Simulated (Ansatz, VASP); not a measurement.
Two plane-wave programs on TaN

```
Ta N
1.0
     2.93800    0.00000    0.00000
    -1.46900    2.54438    0.00000
     0.00000    0.00000    2.88300
Ta N
1 1
Cartesian
  0.0000 1.6963 1.4415
  0.0000 -0.2000 -0.2000
```

Alike in both runs: task single point; functional r2SCAN; k mesh 18 × 18 × 16; occupations gaussian, width 0.15 eV; no spin polarisation.

```csv
,VASP,Ansatz
version,VASP 6.6.1,Ansatz 0.2.0
potentials or method,"VASP PAW PBE potentials, release 64 (Ta_pv, N), cutoff 520 eV","scalar-relativistic, plane waves, PAW"
valence electrons in the cell,16,18
```

```tsv
	VASP	Ansatz	Ansatz less VASP
gap on the k mesh at the Fermi level (eV)	none	none	-
pressure (GPa)	15.3	13.5	-1.85
traceless stress, the component that is largest in VASP (GPa)	10.69	10.55	-0.139
rms of the force components (eV/Å)	2.432	2.410	-0.0220
```

VASP's potentials were made for PBE, not for r2SCAN. Atom by atom the forces differ by 0.022 eV/Å (rms over components). A gap of «none» marks a metal or a gap that the smearing closes. VASP's potentials hold 16 valence electrons a cell and Ansatz's 18, so a difference there can come from the potentials and not from the codes.

Spin-orbit coupling is off throughout.
